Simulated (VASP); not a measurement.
Write the native input for VASP 6.6.1 that does the following.

```
Task                   : single point
Functional             : PBEsol
Potentials or basis    : VASP PAW PBE potentials, release 64 (Li_sv, Ru_pv, N)
Cutoff                 : 520 eV
k mesh                 : 8 × 8 × 4
Occupations            : fermi-dirac, width 0.05 eV
Spin                   : no spin polarisation
Dipole correction      : no
Further INCAR settings : ALGO = Normal; EDIFF = 1e-06; NBANDS = 23
```

The structure of Li2RuN2 lies in POSCAR:

```
Li2RuN2
1.0
    3.1079889470      0.0000000000      0.0000000000
   -1.5539944735      2.6915973827      0.0000000000
    0.0000000000      0.0000000000      5.1772466642
Li Ru N
2 1 2
Direct
    0.6666666667      0.3333333333      0.3592095875
    0.3333333333      0.6666666667      0.6407904125
    0.0000000000      0.0000000000      0.0000000000
    0.6666666667      0.3333333333      0.7884982835
    0.3333333333      0.6666666667      0.2115017165
```

The input as run:

INCAR

```
SYSTEM = Li2RuN2
  ALGO = Normal
  EDIFF = 1E-6
  ENCUT = 520
  GGA = PS
  ISIF = 2
  ISMEAR = -1
  LASPH = .True.
  LCHARG = .False.
  LREAL = .False.
  LWAVE = .False.
  NBANDS = 23
  NELM = 60
  PREC = Accurate
  SIGMA = 0.05
```

KPOINTS

```
k-points
0
Gamma
  8 8 4
  0 0 0
```

Potentials or basis: VASP PAW PBE potentials, release 64 (Li_sv, Ru_pv, N).

Command:

```bash
$ cat potpaw_PBE.64/Li_sv/POTCAR potpaw_PBE.64/Ru_pv/POTCAR potpaw_PBE.64/N/POTCAR > POTCAR
$ mpirun -np 1 vasp_std > vasp.out
```

It gave:

```yaml
Largest_force: 0.030 eV/Å
Band_gap_on_the_k_mesh: zero (band 15 reaches 7.56 eV, above the bottom of band 16 at 7.12 eV)
```

Caveat: the PAW data sets were made with another functional, which shifts forces and pressure a little.

It took 40 s on 1 thread of Intel(R) Xeon(R) Platinum 8259CL CPU @ 2.50GHz (Skylake/Cascade Lake), with other jobs on the host, peak memory 0.18 GiB.
